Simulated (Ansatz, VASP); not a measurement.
Ge in VASP and in Ansatz

Contents of INCAR:

```
SYSTEM = Ge
PREC = Accurate
ENCUT = 520
EDIFF = 1E-6
ISMEAR = 0
SIGMA = 0.15
LREAL = .FALSE.
LASPH = .TRUE.
NELM = 100
ALGO = Normal
ISIF = 2
LWAVE = .FALSE.
LCHARG = .TRUE.
GGA = PS
LELF = .TRUE.
LVHAR = .TRUE.
NBANDS = 21
```

The input KPOINTS:

```
Automatic mesh
0
G
  14 14 14
  0 0 0
```

File POSCAR:

```
Ge
1.0
    0.0000000000      2.7904693977      2.7904693977
    2.7904693977      0.0000000000      2.7904693977
    2.7904693977      2.7904693977      0.0000000000
Ge
2
Direct
    0.5000000000      0.5000000000      0.5000000000
    0.7500000000      0.7500000000      0.7500000000
```

Input for Ansatz:

```yaml
crystal:
  lattice:
    - [0.0, 2.7904693977, 2.7904693977]
    - [2.7904693977, 0.0, 2.7904693977]
    - [2.7904693977, 2.7904693977, 0.0]
  atoms:
    - { symbol: Ge, position: [0.5, 0.5, 0.5] }
    - { symbol: Ge, position: [0.75, 0.75, 0.75] }
basis:
  ecutwfc: 420
kpoints:
  mp_grid: { grid: [14, 14, 14] }
hamiltonian:
  xc: pbesol
  pseudopotentials: { kind: paw, azcp: { folder: soft_1 } }
scf:
  occupations: { method: gaussian, width: 0.15 }
output:
  forces: true
  stress: true
  eigenvalues: true
```

Change from the starting cell: mode 4 frozen in at +0.000 Å, equal normal strain along x, y and z -0.0167.

Alike in both runs: task single point; functional PBEsol; k mesh 14 × 14 × 14; occupations gaussian, width 0.15 eV; no spin polarisation.

|  | VASP | Ansatz |
| --- | --- | --- |
| version | VASP 6.6.1 | Ansatz 0.2.0 |
| potentials or method | VASP PAW PBE potentials, release 64 (Ge_d), cutoff 520 eV | scalar-relativistic, plane waves, PAW |
| valence electrons in the cell | 28 | 28 |

```csv
,VASP,Ansatz,Ansatz less VASP
gap on the k mesh at the Fermi level (eV),0.25,0.25,-0.006
least direct gap on the mesh (eV),0.37,0.36,-0.011
pressure (GPa),3.7,3.8,+0.09
```

VASP's potentials were made for PBE, not for PBEsol, and Ansatz warns of the same on its side. The functional is the same, so the differences come from potentials, cutoffs and numerics.
